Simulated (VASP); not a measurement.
Si:

```xyz
2
Lattice="0.0000 2.7136 2.7136 2.7136 0.0000 2.7136 2.7136 2.7136 0.0000" Properties=species:S:1:pos:R:3 pbc="T T T"
Si    4.0703    4.0703    4.0703
Si    2.7136    2.7136    2.7136
```

| Property | Result |
| --- | --- |
| Program | VASP 6.6.1 |
| Task | relaxation of cell and atoms |
| Functional | PBE |
| Potentials or basis | VASP PAW PBE potentials, release 64 (Si) |
| Cutoff | 600 eV |
| k mesh | 10 × 10 × 10 |
| Occupations | gaussian, width 0.01 eV |
| Spin | no spin polarisation |

At the start: pressure 2.1 GPa; volume 19.98 Å³/atom.

Where does the relaxation end?

Over 3 steps the energy falls by 3.0 meV/atom and the volume is 20.44 Å³/atom (+2.3 %); space group Fd-3m (No. 227, to 0.05 Å).

Step by step:
```csv
step,energy change (eV),largest force (eV/Å),pressure (GPa),volume (Å³)
1,0.0000,0.0000,2.15,39.96
2,-0.0033,0.0000,-1.34,41.53
3,-0.0060,0.0000,0.01,40.89
```

Final structure:
```
CELL_PARAMETERS angstrom
0.00000 2.73430 2.73430
2.73430 0.00000 2.73430
2.73430 2.73430 0.00000
ATOMIC_POSITIONS crystal
Si 0.75000 0.75000 0.75000
Si 0.50000 0.50000 0.50000
```
